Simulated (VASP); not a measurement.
# SrTiO3 (P1) in VASP: single point with PBE+U

Aim: the single point of SrTiO3 with PBE+U.

All numbers are computed with VASP 6.6.1; they aren't measurements. Logs are shortened: lines on timing, memory, paths and dates and some standing lists are left out, and cuts for length are marked.

### 1 The cell of the first run

The typed cell holds 5 atoms: a = 3.930 Å, b = 4.134 Å, c = 3.808 Å, α = 87.04°, β = 96.36°, γ = 97.18°.

### 2 Single point, PBE+U

The input, INCAR:

```
SYSTEM = SrTiO3
PREC = Accurate
ENCUT = 910
EDIFF = 1E-6
ISMEAR = 0
SIGMA = 0.05
LREAL = .FALSE.
LASPH = .TRUE.
NELM = 200
ALGO = Normal
ISIF = 2
LWAVE = .FALSE.
LCHARG = .TRUE.
LMAXMIX = 4
LDAU = .TRUE.
LDAUTYPE = 2
LDAUL = -1 2 -1
LDAUU = 0 4 0
LDAUJ = 0 0 0
LDAUPRINT = 1
GGA = PE
LELF = .TRUE.
LVHAR = .TRUE.
NBANDS = 28
GGA_COMPAT = .FALSE.
```

The input, KPOINTS:

```
regular mesh
0
G
  6 6 6
  0 0 0
```

The input, POSCAR:

```
SrTiO3
1.0
    3.9159891099     -0.2499129247     -0.2118341939
   -0.2499129247      4.1248410195      0.0959971485
   -0.2118341939      0.0959971485      3.8004841596
Sr Ti O
1 1 3
Direct
    0.0321008470     -0.0422249757     -0.0200398544
    0.5147549747      0.4699658633      0.4966667927
   -0.0092539907      0.5221011950      0.5065340126
    0.4850387821      0.0227556844      0.5146684532
    0.4773593868      0.5274022332      0.0021705957
```

Potentials or basis: VASP PAW PBE potentials, release 64 (Sr_sv, Ti_sv, O_h).

Run with:

```console
$ cat potpaw_PBE.64/Sr_sv/POTCAR potpaw_PBE.64/Ti_sv/POTCAR potpaw_PBE.64/O_h/POTCAR > POTCAR
$ mpirun -np 1 vasp_std > vasp.out
```

OUTCAR:

```text
SYSTEM = SrTiO3
   PREC = Accurate
   ENCUT = 910
   EDIFF = 1E-6
   ISMEAR = 0
   LREAL = .FALSE.
   LASPH = .TRUE.
   NELM = 200
   ISIF = 2
   GGA = PE

 ion  position               nearest neighbor table
   1  0.032  0.958  0.980-   4 2.55   3 2.59   4 2.63   3 2.63   5 2.64   5 2.64   4 2.66   5 2.75
                             3 2.88   4 3.16   2 3.18   3 3.18   2 3.25   2 3.29   2 3.35   2 3.39
   2  0.515  0.470  0.497-   4 1.84   3 1.85   5 1.88   5 1.98   3 2.10   1 3.18   1 3.25   1 3.29
                             1 3.35   1 3.39   1 3.44   1 3.63   1 3.86
   3  0.991  0.522  0.507-   2 1.85   2 2.10   1 2.59   1 2.63   1 2.88   1 3.18
   4  0.485  0.023  0.515-   2 1.84   1 2.55   1 2.63   1 2.66   1 3.16
   5  0.477  0.527  0.002-   2 1.88   2 1.98   1 2.64   1 2.64   1 2.75

  LATTYP: Found a triclinic cell.
 ALAT       =     6.6825204666
 B/A-ratio  =     1.3017050505
 C/A-ratio  =     0.5697840537
 COS(alpha) =     0.0009391739
 COS(beta)  =     0.6029881256
 COS(gamma) =     0.7492958081

  Lattice vectors:

 A1 = (  -3.8779103791,  -3.7789309463,   3.9163212050)
 A2 = (  -3.4161632605,  -7.9997691143,   0.0198398969)
 A3 = (  -0.2118341939,   0.0959971485,   3.8004841596)

Analysis of symmetry for initial positions (statically):
=====================================================================
 Subroutine PRICEL returns:
 Original cell was already a primitive cell.

 Routine SETGRP: Setting up the symmetry group for a
 triclinic supercell.

 Subroutine GETGRP returns: Found  1 space group operations
 (whereof  1 operations were pure point group operations)
 out of a pool of  2 trial point group operations.

The static configuration has the point symmetry C_1 .

Analysis of symmetry for dynamics (positions and initial velocities):
=====================================================================
 Subroutine PRICEL returns:
 Original cell was already a primitive cell.

 Routine SETGRP: Setting up the symmetry group for a
 triclinic supercell.

 Subroutine GETGRP returns: Found  1 space group operations
 (whereof  1 operations were pure point group operations)
 out of a pool of  2 trial point group operations.

The dynamic configuration has the point symmetry C_1 .

 Subroutine INISYM returns: Found  1 space group operations
 (whereof  1 operations are pure point group operations),
 and found     1 'primitive' translations

----------------------------------------------------------------------------------------

                                     Primitive cell

  volume of cell :      60.9402

  direct lattice vectors                    reciprocal lattice vectors
     3.915989110 -0.249912925 -0.211834194     0.257091014  0.015251913  0.013944678
    -0.249912925  4.124841019  0.095997149     0.015251913  0.243481005 -0.005300010
    -0.211834194  0.095997149  3.800484160     0.013944678 -0.005300010  0.264035503

  length of vectors
     3.929669312  4.133519730  3.807593600     0.257920267  0.244015800  0.264456595

  position of ions in fractional coordinates (direct lattice)
     0.032100847  0.957775024  0.979960146
     0.514754975  0.469965863  0.496666793
     0.990746009  0.522101195  0.506534013
     0.485038782  0.022755684  0.514668453
     0.477359387  0.527402233  0.002170596

  ion indices of the primitive-cell ions
   primitive index   ion index
                 1           1
                 2           2
                 3           3
                 4           4
                 5           5

----------------------------------------------------------------------------------------

 KPOINTS: regular mesh
[... 60 lines left out ...]
   ISTART =      0    job   : 0-new  1-cont  2-samecut
   ICHARG =      2    charge: 1-file 2-atom 10-const
   ISPIN  =      1    spin polarized calculation?
   LNONCOLLINEAR =      F non collinear calculations
   LSORBIT =      F    spin-orbit coupling
   LASPH  =      T    aspherical Exc in radial PAW
   ENCUT  =  910.0 eV  66.88 Ry    8.18 a.u.   9.67 10.17  9.37*2*pi/ulx,y,z
   NELM   =    200;   NELMIN=  2; NELMDL= -5     # of ELM steps
   EDIFF  = 0.1E-05   stopping-criterion for ELM
   LREAL  =      F    real-space projection
   EDIFFG = 0.1E-04   stopping-criterion for IOM
   NSW    =      0    number of steps for IOM
   IBRION =     -1    ionic relax: 0-MD 1-quasi-New 2-CG
   NFREE  =      0    steps in history (QN), initial steepest desc. (CG)
   ISIF   =      2    stress and relaxation
   ISYM   =      2    0-nonsym 1-usesym 2-fastsym
   POTIM  = 0.5000    time-step for ionic-motion
   TEBEG  =    0.0;   TEEND  =   0.0 temperature during run
   PSTRESS=    0.0 pullay stress
   NELECT =      40.0000    total number of electrons
   NUPDOWN=      -1.0000    fix difference up-down
   EMIN   =  10.00;   EMAX   =-10.00  energy-range for DOS
   EFERMI =   0.00;   METHOD = LEGACY
   ISMEAR =     0;   SIGMA  =   0.05  broadening in eV -4-tet -1-fermi 0-gaus
   EFERMI_NEDOS =   21; number of points for ismear=-14 and -15
   IALGO  =     38    algorithm
   IMIX   =      4    mixing-type and parameters
     AMIX     =   0.40;   BMIX     =  1.00
     AMIX_MAG =   1.60;   BMIX_MAG =  1.00
  volume/ion in A,a.u.               =      12.19        82.25
  Fermi-wavevector in a.u.,A,eV,Ry     =   1.422744  2.688597 27.540934  2.024202
  Thomas-Fermi vector in A             =   2.543416
   LORBIT       =      0    0 simple, 1 ext, 2 COOP (PROOUT), +10 PAW based schemes
 LDA+U is selected, type is set to LDAUTYPE =  2
   angular momentum for each species LDAUL =    -1    2   -1
   U (eV)           for each species LDAUU =   0.0  4.0  0.0
   J (eV)           for each species LDAUJ =   0.0  0.0  0.0
   GGA     = PE    functional components
   LHFCALC =     F    Hartree Fock is set to
   AEXX    =    0.0000 exact exchange contribution
   IVDW    =     0    specifies the selected vdW correction
   LEPSILON=     F    determine dielectric tensor
   LRPA    =     F    only Hartree local field effects (RPA)
 non-spin polarized calculation
 Gauss-broadening in eV      SIGMA  =   0.05
  energy-cutoff  :      910.00
  volume of cell :       60.94
 maximum number of plane-waves:      3816
 NGX is ok and might be reduce to    40
   NGX = 19   NGY = 21   NGZ = 19

atom =   2  type =  2  l = 2

 onsite density matrix

spin component  1

  0.1128  0.0014 -0.0023 -0.0018  0.0017
  0.0014  0.1189 -0.0015  0.0009  0.0019
 -0.0023 -0.0015  0.2627 -0.0013 -0.0028
 -0.0018  0.0009 -0.0013  0.1146 -0.0063
  0.0017  0.0019 -0.0028 -0.0063  0.2593

spin component  2

  0.1128  0.0014 -0.0023 -0.0018  0.0017
  0.0014  0.1189 -0.0015  0.0009  0.0019
 -0.0023 -0.0015  0.2627 -0.0013 -0.0028
 -0.0018  0.0009 -0.0013  0.1146 -0.0063
  0.0017  0.0019 -0.0028 -0.0063  0.2593

 occupancies and eigenvectors

  o =  0.1113  v = -0.8173  0.2140 -0.0155 -0.5345 -0.0162  0.0000  0.0000  0.0000  0.0000  0.0000      0.0000  0.0000  0.0000  0.0000  0.0000  0.0000  0.0000  0.0000  0.0000  0.0000
  o =  0.1113  v =  0.0000  0.0000  0.0000  0.0000  0.0000 -0.8173  0.2140 -0.0155 -0.5345 -0.0162      0.0000  0.0000  0.0000  0.0000  0.0000  0.0000  0.0000  0.0000  0.0000  0.0000
  o =  0.1154  v =  0.5517  0.0245  0.0007 -0.8326 -0.0434  0.0000  0.0000  0.0000  0.0000  0.0000      0.0000  0.0000  0.0000  0.0000  0.0000  0.0000  0.0000  0.0000  0.0000  0.0000
  o =  0.1154  v =  0.0000  0.0000  0.0000  0.0000  0.0000  0.5517  0.0245  0.0007 -0.8326 -0.0434      0.0000  0.0000  0.0000  0.0000  0.0000  0.0000  0.0000  0.0000  0.0000  0.0000
  o =  0.1192  v = -0.1650 -0.9764 -0.0139 -0.1385  0.0088  0.0000  0.0000  0.0000  0.0000  0.0000      0.0000  0.0000  0.0000  0.0000  0.0000  0.0000  0.0000  0.0000  0.0000  0.0000
  o =  0.1192  v =  0.0000  0.0000  0.0000  0.0000  0.0000 -0.1650 -0.9764 -0.0139 -0.1385  0.0088      0.0000  0.0000  0.0000  0.0000  0.0000  0.0000  0.0000  0.0000  0.0000  0.0000
  o =  0.2580  v = -0.0027 -0.0061 -0.5048  0.0425 -0.8622  0.0000  0.0000  0.0000  0.0000  0.0000      0.0000  0.0000  0.0000  0.0000  0.0000  0.0000  0.0000  0.0000  0.0000  0.0000
  o =  0.2580  v =  0.0000  0.0000  0.0000  0.0000  0.0000 -0.0027 -0.0061 -0.5048  0.0425 -0.8622      0.0000  0.0000  0.0000  0.0000  0.0000  0.0000  0.0000  0.0000  0.0000  0.0000
  o =  0.2644  v =  0.0000  0.0000  0.0000  0.0000  0.0000  0.0194  0.0155 -0.8630 -0.0137  0.5044      0.0000  0.0000  0.0000  0.0000  0.0000  0.0000  0.0000  0.0000  0.0000  0.0000
  o =  0.2644  v =  0.0194  0.0155 -0.8630 -0.0137  0.5044  0.0000  0.0000  0.0000  0.0000  0.0000      0.0000  0.0000  0.0000  0.0000  0.0000  0.0000  0.0000  0.0000  0.0000  0.0000

 number of electron      40.0000000 magnetization

 Free energy of the ion-electron system (eV)
  ---------------------------------------------------
  ext. energy  EPLUGINS =         0.00000000
  ---------------------------------------------------
  free energy    TOTEN  =       -36.69683117 eV

  energy without entropy =      -36.69683117  energy(sigma->0) =      -36.69683117

 E-fermi :   5.0425     XC(G=0): -11.1104

 val. band max:        4.6593786677   @ k =   0.5000   0.5000   0.5000
 cond. band min:       7.1309010192   @ k =   0.0000   0.0000   0.0000
 fundamental gap:      2.4715223515
 Fermi energy:         5.0424601828

 k-point     1 :       0.0000    0.0000    0.0000
  band No.  band energies     occupation
      1     -52.8168      2.00000
      2     -29.1210      2.00000
      3     -29.0565      2.00000
      4     -28.9781      2.00000
      5     -28.2368      2.00000
      6     -13.0108      2.00000
[... 733 lines left out ...]
     27      11.9633      0.00000
     28      12.8622      0.00000

 [... further k-points ...]

------------------------ aborting loop because EDIFF is reached ----------------------------------------

  FORCE on cell =-STRESS in cart. coord.  units (eV):
  Direction    XX          YY          ZZ          XY          YZ          ZX
  --------------------------------------------------------------------------------------
  -------------------------------------------------------------------------------------
  Total        4.1636841      2.4209768      5.8245915      4.1019150     -1.1092748      4.0837869
  in kB      109.4673211     63.6498431    153.1341979    107.8433494    -29.1639165    107.3667438
  external PRESSURE =     108.7504540 kB  Pullay stress =       0.0000000 kB

 VOLUME and BASIS-vectors are now :
 -----------------------------------------------------------------------------
  energy-cutoff  :      910.00
  volume of cell :       60.94
      direct lattice vectors                 reciprocal lattice vectors
     3.915989110 -0.249912925 -0.211834194     0.257091014  0.015251913  0.013944678
    -0.249912925  4.124841019  0.095997149     0.015251913  0.243481005 -0.005300010
    -0.211834194  0.095997149  3.800484160     0.013944678 -0.005300010  0.264035503

 POSITION                                       TOTAL-FORCE (eV/Angst)
 -----------------------------------------------------------------------------------
     -0.32124      4.03672      3.80947        -0.027338      0.046642      0.010399
      1.79311      1.85757      1.82365        -0.387150      0.501837      0.182429
      3.64197      1.95461      1.76532         0.394965     -0.018902     -0.018313
      1.78470      0.02205      1.85543         0.023892     -0.538589      0.000646
      1.73707      2.05636     -0.04224        -0.004369      0.009012     -0.175161
 -----------------------------------------------------------------------------------
    total drift:                                0.000187     -0.000881      0.000838

  FREE ENERGIE OF THE ION-ELECTRON SYSTEM (eV)
  ---------------------------------------------------
  free  energy   TOTEN  =       -36.6968311715 eV

  energy  without entropy=      -36.6968311715  energy(sigma->0) =      -36.69683117
```

It took 4.3 min on 1 thread of AMD EPYC 9R45 (Zen 5), shared host; peak memory 0.53 GiB.

What came out:

```
Free energy            : -36.6968 eV
Pressure               : 10.9 GPa
Largest force          : 0.660 eV/Å
Band gap on the k mesh : 2.47 eV (least direct gap 2.90 eV)
```

Forces on the atoms (eV/Å):
```
Sr  -0.027  0.047  0.010
Ti  -0.387  0.502  0.182
O    0.395 -0.019 -0.018
O    0.024 -0.539  0.001
O   -0.004  0.009 -0.175
```

Levels at points of the mesh, in eV from the valence-band top:
```tsv
k point	band 17	band 18	band 19	band 20	band 21	band 22	band 23	band 24
(0.00, 0.00, 0.00)	-1.56	-1.22	-0.84	-0.43	2.47	2.93	3.33	4.51
(0.50, 0.00, 0.00)	-2.33	-2.24	-1.59	-1.22	3.05	4.12	4.24	4.54
(0.00, 0.50, 0.00)	-2.31	-2.09	-1.44	-0.46	2.73	3.98	4.17	4.70
(0.50, 0.50, 0.00)	-2.01	-1.77	-1.70	-0.43	3.88	4.32	4.36	5.51
(0.00, 0.00, 0.50)	-2.36	-2.19	-1.85	-0.99	2.98	4.14	4.32	4.47
(0.50, 0.00, 0.50)	-1.95	-1.82	-1.57	-0.03	4.06	4.28	4.44	4.74
(0.00, 0.50, 0.50)	-1.92	-1.73	-1.68	-0.50	3.94	4.25	4.44	5.05
(0.50, 0.50, 0.50)	-3.34	-0.50	-0.43	0.00	4.48	4.59	4.78	6.02
```

Eigenvalues of the final occupation matrices:
| site | spin | trace | eigenvalues |
| --- | --- | --- | --- |
| site 2 d | 1 | 0.87 | 0.11 0.12 0.12 0.26 0.26 |
| site 2 d | 2 | 0.87 | 0.11 0.12 0.12 0.26 0.26 |

Caveat: the stress differs along the axes, from 6 to 15 GPa.
